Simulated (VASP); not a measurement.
# Al in VASP: single point with PBE

Aim: the single point of Al with PBE.

All numbers are computed with VASP 6.6.1; they aren't measurements. Logs are shortened: lines on timing, memory, paths and dates and some standing lists are left out, and cuts for length are marked.

## 1. The cell of the first run

The cell holds a slab with vacuum, 19 atoms: a = 5.728 Å, b = 8.591 Å, c = 17.677 Å, α = 90.00°, β = 90.00°, γ = 60.00°.

## 2. Single point, PBE

File INCAR:

```
ALGO = Normal
EDIFF = 1E-6
ENCUT = 520
GGA = PE
ISIF = 2
ISMEAR = -1
LASPH = True
LCHARG = False
LREAL = Auto
LWAVE = False
NBANDS = 44
NELM = 60
PREC = Accurate
SIGMA = 0.05
```

File KPOINTS:

```
k-points
0
Gamma
  2 2 1
```

File POSCAR:

```
Al
1.0
    5.7275650000      0.0000000000      0.0000000000
    4.2956740000      7.4403250000      0.0000000000
    0.0000000000      0.0000000000     17.6765370000
Al
19
Direct
    0.1666667000      0.1111111000      0.0565722000
    0.6666667000      0.1111111000      0.0565722000
    0.1666667000      0.4444444000      0.0565722000
    0.6666667000      0.4444444000      0.0565722000
    0.1666667000      0.7777778000      0.0565722000
    0.6666667000      0.7777778000      0.0565722000
   -0.1578023204      0.2175794226      0.1945505530
    0.3335658188      0.2191842668      0.1938017380
   -0.1623332401      0.5474084061      0.1944671625
    0.3437667354      0.5479871812      0.1943911610
   -0.1588237940      0.8824569989      0.1952541513
    0.3368508140      0.8846022043      0.1927947845
   -0.0029013796     -0.0029383822      0.3309239951
    0.5154338422     -0.0046191146      0.3289200377
    0.0108460524      0.3243772999      0.3288655087
    0.5111409075      0.3216051285      0.3292230017
    0.0098802979      0.6528899549      0.3377650380
    0.5231819022      0.6419612380      0.3301048312
    0.3534038879      0.8684294614      0.4459074731
```

Potentials or basis: VASP PAW PBE potentials, release 64 (Al).

Launch:

```sh
> cat potpaw_PBE.64/Al/POTCAR > POTCAR
> mpirun -np 1 vasp_std > vasp.out
```

OUTCAR:

```text
EDIFF = 1E-6
   ENCUT = 520
   GGA = PE
   ISIF = 2
   ISMEAR = -1
   LASPH = True
   LREAL = Auto
   NELM = 60
   PREC = Accurate

 ion  position               nearest neighbor table
   1  0.167  0.111  0.057-   3 2.86   5 2.86   6 2.86   4 2.86   2 2.86   2 2.86   7 2.92   8 2.92
                            12 2.94
   2  0.667  0.111  0.057-   4 2.86   6 2.86   5 2.86   3 2.86   1 2.86   1 2.86   8 2.94   7 2.95
                            11 2.98
   3  0.167  0.444  0.057-   1 2.86   2 2.86   4 2.86   4 2.86   6 2.86   5 2.86   9 2.93  10 2.94
                             8 2.95
   4  0.667  0.444  0.057-   2 2.86   1 2.86   3 2.86   3 2.86   5 2.86   6 2.86  10 2.92   9 2.92
                             7 2.97
   5  0.167  0.778  0.057-   1 2.86   2 2.86   6 2.86   6 2.86   4 2.86   3 2.86  12 2.91  11 2.94
                            10 2.98
   6  0.667  0.778  0.057-   2 2.86   1 2.86   5 2.86   5 2.86   3 2.86   4 2.86  12 2.91  11 2.95
                             9 2.98
   7  0.842  0.218  0.195-   9 2.82   8 2.82  10 2.85  12 2.85  15 2.88  11 2.88  16 2.89   8 2.91
                            13 2.92   1 2.92   2 2.95   4 2.97
   8  0.334  0.219  0.194-   7 2.82   9 2.83  10 2.85  12 2.87  15 2.87  11 2.90  16 2.90   7 2.91
                            14 2.91   1 2.92   2 2.94   3 2.95
   9  0.838  0.547  0.194-   7 2.82  10 2.83   8 2.83  18 2.86  12 2.88  11 2.89  15 2.90  10 2.90
[... 4 lines left out ...]
                             5 2.94   6 2.95   2 2.98  17 3.04
  12  0.337  0.885  0.193-   7 2.85  11 2.85   8 2.87  10 2.87  11 2.88   9 2.88   6 2.91   5 2.91
                             1 2.94  14 2.95  13 2.97  18 3.03
  13  0.997  0.997  0.331-  19 2.69  14 2.77  16 2.79  15 2.85  11 2.90   7 2.92  17 2.92  14 2.96
                            12 2.97  18 3.03
  14  0.515  0.995  0.329-  19 2.71  13 2.77  16 2.79  15 2.86  11 2.86  17 2.89   8 2.91  12 2.95
                            13 2.96  18 3.01
  15  0.011  0.324  0.329-  18 2.76  17 2.82  13 2.85  16 2.85  14 2.86  16 2.87   8 2.87   7 2.88
                             9 2.90
  16  0.511  0.322  0.329-  13 2.79  18 2.79  14 2.79  15 2.85  17 2.86  15 2.87   7 2.89   8 2.90
                            10 2.92
  17  0.010  0.653  0.338-  15 2.82  18 2.84  16 2.86  14 2.89  18 2.90  13 2.92   9 3.02  10 3.03
                            11 3.04
  18  0.523  0.642  0.330-  19 2.65  15 2.76  16 2.79  17 2.84   9 2.86  10 2.88  17 2.90  14 3.01
                            12 3.03  13 3.03
  19  0.353  0.868  0.446-  18 2.65  13 2.69  14 2.71

  LATTYP: Found a simple monoclinic cell.
 ALAT       =     5.7275650000
 B/A-ratio  =     3.0862219809
 C/A-ratio  =     1.3228756151
 COS(beta)  =    -0.1889822093

  Lattice vectors:

 A1 = (   5.7275650000,   0.0000000000,   0.0000000000)
 A2 = (   0.0000000000,   0.0000000000, -17.6765370000)
 A3 = (  -1.4318910000,   7.4403250000,   0.0000000000)

Analysis of symmetry for initial positions (statically):
=====================================================================
 Subroutine PRICEL returns:
 Original cell was already a primitive cell.
[... 145 lines left out ...]
   PSTRESS=    0.0 pullay stress
   NELECT =      57.0000    total number of electrons
   NUPDOWN=      -1.0000    fix difference up-down
   EMIN   =  10.00;   EMAX   =-10.00  energy-range for DOS
   EFERMI =   0.00;   METHOD = LEGACY
   ISMEAR =    -1;   SIGMA  =   0.05  broadening in eV -4-tet -1-fermi 0-gaus
   EFERMI_NEDOS =   21; number of points for ismear=-14 and -15
   IALGO  =     38    algorithm
   IMIX   =      4    mixing-type and parameters
     AMIX     =   0.40;   BMIX     =  1.00
     AMIX_MAG =   1.60;   BMIX_MAG =  1.00
  volume/ion in A,a.u.               =      39.65       267.55
  Fermi-wavevector in a.u.,A,eV,Ry     =   0.692437  1.308516  6.523566  0.479469
  Thomas-Fermi vector in A             =   1.774369
   LORBIT       =      0    0 simple, 1 ext, 2 COOP (PROOUT), +10 PAW based schemes
   GGA     = PE    functional components
[... 5 lines left out ...]
 non-spin polarized calculation
  energy-cutoff  :      520.00
  volume of cell :      753.28
 maximum number of plane-waves:     20332
 NGX is ok and might be reduce to    48
   NGX = 21   NGY = 31   NGZ = 65

 number of electron      57.0000000 magnetization

 Free energy of the ion-electron system (eV)
  ---------------------------------------------------
  ext. energy  EPLUGINS =         0.00000000
  ---------------------------------------------------
  free energy    TOTEN  =       -65.58812999 eV

  energy without entropy =      -65.50346204  energy(sigma->0) =      -65.54579602

 E-fermi :   0.8996     XC(G=0):  -5.4443

 val. band max:        0.8692395755   @ k =   0.5000   0.5000   0.0000
 cond. band min:       0.9196905555   @ k =   0.5000  -0.0000   0.0000
 fundamental gap:      0.0504509800
 Fermi energy:         0.8996473170

 k-point     1 :       0.0000    0.0000    0.0000
  band No.  band energies     occupation
      1      -9.2974      2.00000
      2      -7.8162      2.00000
      3      -6.6943      2.00000
      4      -6.6244      2.00000
      5      -5.6582      2.00000
      6      -5.1965      2.00000
[... 161 lines left out ...]
     39       2.9777      0.00000
     40       3.1334      0.00000
 [bands above 40 left out]

------------------------ aborting loop because EDIFF is reached ----------------------------------------

  FORCE on cell =-STRESS in cart. coord.  units (eV):
  Direction    XX          YY          ZZ          XY          YZ          ZX
  --------------------------------------------------------------------------------------
  -------------------------------------------------------------------------------------
  Total      -11.3016357     -6.8449681     -0.1576267      0.8092257     -0.0224721     -0.1619780
  in kB      -24.0376921    -14.5587099     -0.3352595      1.7211596     -0.0477963     -0.3445146
  external PRESSURE =     -12.9772205 kB  Pullay stress =       0.0000000 kB

 VOLUME and BASIS-vectors are now :
 -----------------------------------------------------------------------------
  energy-cutoff  :      520.00
  volume of cell :      753.28
      direct lattice vectors                 reciprocal lattice vectors
     5.727565000  0.000000000  0.000000000     0.174594265 -0.100802054  0.000000000
     4.295674000  7.440325000  0.000000000     0.000000000  0.134402731  0.000000000
     0.000000000  0.000000000 17.676537000     0.000000000  0.000000000  0.056572167

 POSITION                                       TOTAL-FORCE (eV/Angst)
 -----------------------------------------------------------------------------------
      1.43189      0.82670      1.00000        -0.022570     -0.053507     -0.000910
      4.29567      0.82670      1.00000         0.041262     -0.096229      0.031599
      2.86378      3.30681      1.00000        -0.088141     -0.046070      0.133125
      5.72757      3.30681      1.00000         0.089789      0.061164     -0.025603
      4.29567      5.78692      1.00000         0.159847      0.079547     -0.023009
      7.15946      5.78692      1.00000        -0.150882      0.069989     -0.070978
[... 11 lines left out ...]
      5.75421      4.77640      5.83511        -0.034740      0.035944     -0.006059
      5.75463      6.46140      7.88210        -0.004323      0.001409     -0.015004
 -----------------------------------------------------------------------------------
    total drift:                                0.002630      0.000352      0.014551

  FREE ENERGIE OF THE ION-ELECTRON SYSTEM (eV)
  ---------------------------------------------------
  free  energy   TOTEN  =       -65.5881299893 eV

  energy  without entropy=      -65.5034620436  energy(sigma->0) =      -65.54579602
```

OSZICAR:

```text
N       E                     dE             d eps       ncg     rms          rms(c)
DAV:   1     0.156896632078E+03    0.15690E+03   -0.17281E+04   352   0.928E+02
DAV:   2    -0.557253959425E+02   -0.21262E+03   -0.20276E+03   448   0.150E+02
DAV:   3    -0.681739413438E+02   -0.12449E+02   -0.11981E+02   480   0.332E+01
[... 13 lines left out ...]
DAV:  17    -0.655880177705E+02   -0.51879E-03   -0.43691E-05   428   0.203E-02    0.355E-03
DAV:  18    -0.655881000897E+02   -0.82319E-04   -0.68388E-06   352   0.800E-03    0.190E-03
DAV:  19    -0.655881264393E+02   -0.26350E-04   -0.37481E-06   364   0.463E-03    0.686E-04
DAV:  20    -0.655881295755E+02   -0.31361E-05   -0.61325E-07   320   0.213E-03    0.299E-04
DAV:  21    -0.655881299893E+02   -0.41383E-06   -0.20382E-07   284   0.140E-03
   1 F= -.65588130E+02 E0= -.65545796E+02  d E =-.846679E-01
```

stdout:

```text
POSCAR found type information on POSCAR Al
 POSCAR found :  1 types and      19 ions
 scaLAPACK will be used
 LDA part: xc-table for (Slater+PW92), standard interpolation
 POSCAR, INCAR and KPOINTS ok, starting setup
 FFT: planning ... GRIDC
 FFT: planning ... GRID_SOFT
 FFT: planning ... GRID
 WAVECAR not read
 entering main loop
```

It took 4.9 min on 1 thread of Intel Xeon Platinum 8375C at 2.90GHz (Ice Lake), shared host; peak memory 0.77 GiB.

What came out:

```yaml
Free_energy: -65.5881 eV
Largest_force: 0.181 eV/Å
```

Forces on the atoms (eV/Å):
```
Al  -0.023 -0.054 -0.001
Al   0.041 -0.096  0.032
Al  -0.088 -0.046  0.133
Al   0.090  0.061 -0.026
Al   0.160  0.080 -0.023
Al  -0.151  0.070 -0.071
Al  -0.033 -0.024  0.008
Al   0.033 -0.028  0.003
Al   0.020  0.001  0.017
Al  -0.022  0.016 -0.041
Al  -0.002  0.009 -0.015
Al   0.007  0.016 -0.026
Al   0.022 -0.021  0.035
Al  -0.029 -0.017 -0.042
Al  -0.021 -0.027 -0.004
Al   0.007 -0.002 -0.016
Al   0.027  0.027  0.057
Al  -0.035  0.036 -0.006
Al  -0.004  0.001 -0.015
```

Caveat: the k points lie up to 0.63 Å⁻¹ apart.
